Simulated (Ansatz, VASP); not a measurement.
## One calculation of KMgH3, two programs

File INCAR:

```
SYSTEM = KMgH3
ALGO     = Normal         ! electronic algorithm
EDIFF    = 1E-6           ! SCF threshold, eV
ENCUT    = 520            ! plane-wave cutoff, eV
GGA      = CA             ! functional
ISIF     = 2              ! what is computed and relaxed
ISMEAR   = 0              ! smearing method
LASPH    = .True.         ! aspherical terms in the spheres
LCHARG   = .True.         ! write CHGCAR
LELF     = .True.         ! ELF
LREAL    = .False.        ! projectors in reciprocal space
LVHAR    = .True.       
LWAVE    = .False.        ! write WAVECAR
NBANDS   = 15             ! bands
NELM     = 100            ! most SCF steps
PREC     = Accurate       ! precision mode
SIGMA    = 0.05           ! smearing width, eV
```

KPOINTS

```
k-points
0
Gamma
  8 8 8
  0 0 0
```

POSCAR

```
KMgH3
1.0
    4.2262500000      0.0000000000      0.0000000000
    0.0000000000      4.2262500000      0.0000000000
    0.0000000000      0.0000000000      3.8237500000
K Mg H
1 1 3
Direct
    0.0000000000      0.0000000000      0.0000000000
    0.5000000000      0.5000000000      0.5000000000
    0.0000000000      0.5000000000      0.5000000000
    0.5000000000      0.0000000000      0.5000000000
    0.5000000000      0.5000000000      0.0000000000
```

Input for Ansatz:

```yaml
crystal:
  lattice:
    - [4.22625, 0.0, 0.0]
    - [0.0, 4.22625, 0.0]
    - [0.0, 0.0, 3.82375]
  atoms:
    - { symbol: K, position: [0.0, 0.0, 0.0] }
    - { symbol: Mg, position: [0.5, 0.5, 0.5] }
    - { symbol: H, position: [0.0, 0.5, 0.5] }
    - { symbol: H, position: [0.5, 0.0, 0.5] }
    - { symbol: H, position: [0.5, 0.5, 0.0] }
basis:
  ecutwfc: 420
kpoints:
  mp_grid: { grid: [8, 8, 8] }
hamiltonian:
  xc: lda
scf:
  occupations: { method: gaussian, width: 0.05 }
output:
  forces: true
  stress: true
  eigenvalues: true
```

Change from the starting cell: strain +0.050 along x and y, -0.050 along z, atoms carried along.

Alike in both runs: task single point; functional LDA; k mesh 8 × 8 × 8; occupations gaussian, width 0.05 eV; no spin polarisation.

```csv
,VASP,Ansatz
version,VASP 6.6.1,Ansatz 0.2.0
potentials or method,"VASP PAW LDA potentials, release 64 (K_sv, Mg, H), cutoff 520 eV","scalar-relativistic, plane waves, PAW"
valence electrons in the cell,14,22
```

|  | VASP | Ansatz | Ansatz less VASP |
| --- | --- | --- | --- |
| gap on the k mesh at the Fermi level (eV) | 1.96 | 1.96 | +0.005 |
| least direct gap on the mesh (eV) | 3.91 | 3.91 | 0.000 |
| pressure (GPa) | -4.1 | -3.8 | +0.27 |
| traceless stress, the component that is largest in VASP (GPa) | 2.82 | 2.81 | -0.016 |

LDA's correlation is that of Perdew and Zunger in VASP and of Perdew and Wang (1992) in Ansatz. VASP's potentials hold 14 valence electrons a cell and Ansatz's 22, so a difference there can come from the potentials and not from the codes.
